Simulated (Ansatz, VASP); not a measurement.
One calculation of TiN, two programs

```xyz
2
Lattice="0.0000 2.0864 2.0864 2.0864 0.0000 2.0864 2.0864 2.0864 0.0000" Properties=species:S:1:pos:R:3 pbc="T T T"
Ti    0.0000    0.0000    0.0000
N     2.0864    2.0864    2.0864
```

Alike in both runs: functional LDA; k mesh 8 × 8 × 8; occupations gaussian, width 0.1 eV; no spin polarisation.

Ansatz relaxed the structure, and its values are those at the end. VASP's run is a single point on that final structure, the one shown.

|  | VASP | Ansatz |
| --- | --- | --- |
| version | VASP 6.6.1 | Ansatz 0.2.0 |
| potentials or method | VASP PAW LDA potentials, release 64 (Ti_sv, N), cutoff 520 eV | scalar-relativistic, plane waves, PAW |
| valence electrons in the cell | 17 | 17 |

|  | VASP | Ansatz | Ansatz less VASP |
| --- | --- | --- | --- |
| gap on the k mesh at the Fermi level (eV) | none | none | - |
| pressure (GPa) | 1.0 | -0.1 | -1.10 |

LDA's correlation is that of Perdew and Zunger in VASP and of Perdew and Wang (1992) in Ansatz. A gap of «none» marks a metal or a gap that the smearing closes.
